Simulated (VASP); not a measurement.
A run of VASP 6.6.1:

Contents of INCAR:

```
SYSTEM = C
PREC     = Accurate       ! precision mode
ENCUT    = 520            ! plane-wave cutoff, eV
EDIFF    = 1E-6           ! SCF threshold, eV
ISMEAR   = 0              ! smearing method
SIGMA    = 0.15           ! smearing width, eV
LREAL    = .False.        ! projectors in reciprocal space
LASPH    = .True.         ! aspherical terms in the spheres
NELM     = 60             ! most SCF steps
ALGO     = Normal         ! electronic algorithm
ISIF     = 2              ! what is computed and relaxed
LWAVE    = .False.        ! write WAVECAR
LCHARG   = .True.         ! write CHGCAR
GGA      = PS             ! functional
LELF     = .True.         ! ELF
LVHAR    = .True.       
NBANDS   = 16             ! bands
```

File KPOINTS:

```
Automatic mesh
0
Gamma
  21 21 6
  0 0 0
```

File POSCAR:

```
C
1.0
    1.2491228616     -1.9964096674      0.0000000000
    1.2491228616      1.9964096674      0.0000000000
    0.0000000000      0.0000000000      6.9180648426
C
4
Direct
    0.0833216498      0.9166783502      0.7498439858
    0.5833216498      0.4166783502      0.2501560142
    0.9166783502      0.0833216498      0.2501560142
    0.4166783502      0.5833216498      0.7498439858
```

Potentials or basis: VASP PAW PBE potentials, release 64 (C).

Run with:

```bash
$ cat potpaw_PBE.64/C/POTCAR > POTCAR
$ mpirun -np 1 vasp_std > vasp.out
```

Hardware: 1 thread of AMD EPYC 7R13 (shared host).

**Question.** Estimate the wall time of this run.

**Answer.** Wall time 4.7 min on 1 thread of AMD EPYC 7R13 (shared host), peak memory 0.26 GiB. Counts: scf iterations 12, k points 484.
